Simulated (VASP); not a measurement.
ZnO:

```
Zn O
1.0
     3.24940    0.00000    0.00000
    -1.62470    2.81406    0.00000
     0.00000    0.00000    5.20380
Zn O
2 2
Cartesian
  0.0000 1.8760 0.0000
  1.6247 0.9380 2.6019
  0.0000 1.8760 1.9884
  1.6247 0.9380 4.5903
```

| Property | Result |
| --- | --- |
| Program | VASP 6.6.1 |
| Task | relaxation of cell and atoms |
| Functional | PBE |
| Dispersion | D3(BJ) |
| Potentials or basis | VASP PAW PBE potentials, release 64 (Zn, O) |
| Cutoff | 600 eV |
| k mesh | 12 × 12 × 6 |
| Occupations | gaussian, width 0.02 eV |
| Spin | no spin polarisation |

At the start: pressure 2.8 GPa; volume 11.90 Å³/atom.

Question: How do energy, volume and symmetry change on relaxing?

Answer: Over 10 steps the energy falls by 2.2 meV/atom and the volume is 12.13 Å³/atom (+2.0 %); space group P6_3mc (No. 186, to 0.1 Å) before and after.

The path:
```
step  energy change (eV)  largest force (eV/Å)  pressure (GPa)  volume (Å³)
   1              0.0000                0.0340            2.76        47.58
   2             -0.0058                0.0233           -1.38        49.01
   3             -0.0079                0.0267           -0.04        48.51
   4             -0.0079                0.0269            0.02        48.50
   5             -0.0081                0.0241            0.08        48.50
   6             -0.0085                0.0155            0.03        48.50
   7             -0.0082                0.0036            0.06        48.49
   8             -0.0086                0.0098            0.05        48.49
   9             -0.0086                0.0116           -0.09        48.54
  10             -0.0086                0.0005            0.00        48.52
```

Final structure:
```
CELL_PARAMETERS angstrom
3.26134 0.00000 0.00000
-1.63067 2.82440 0.00000
0.00000 0.00000 5.26696
ATOMIC_POSITIONS crystal
Zn 0.33333 0.66667 0.00162
Zn 0.66667 0.33333 0.50162
O 0.33333 0.66667 0.38048
O 0.66667 0.33333 0.88048
```

Where two steps share one volume, the run began anew on that cell with a basis built for it.
